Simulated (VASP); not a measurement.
Runs of VASP 6.6.1 on AgI. The typed cell holds 2 atoms: a = 4.651 Å, b = 4.651 Å, c = 4.651 Å, α = 120.04°, β = 120.04°, γ = 89.94°. 

```csv
level,share of exact exchange,screening parameter,gap on the mesh (eV),pressure (GPa)
PBE-based screened hybrid with 75 % exact exchange,0.75,0.2078 1/Å,4.90,(b)
PBE-based global hybrid with 50 % exact exchange,0.5,-,5.10,0.0
PBE-based screened hybrid with 10 % exact exchange,0.1,0.5 1/Å,(a),0.6
HSE06,0.25,0.2079 1/Å,2.48,(c)
```

Alike in all rows: task single point; potentials or basis VASP PAW PBE potentials, release 64 (Ag, I); no spin polarisation; cell as given; k mesh 4 × 4 × 4; cutoff (eV) 400; smearing gaussian 0.01 eV.

Q: Fill in the values left out.

A: (a) 1.59; (b) 0.2; (c) 0.4.

Caveats: the PAW data sets were made with another functional, which shifts forces and pressure a little; spin-orbit coupling is left out, which moves the levels of the heavy elements.

A k mesh can miss the band edges, and the runs leave out spin-orbit coupling on Ag, I.
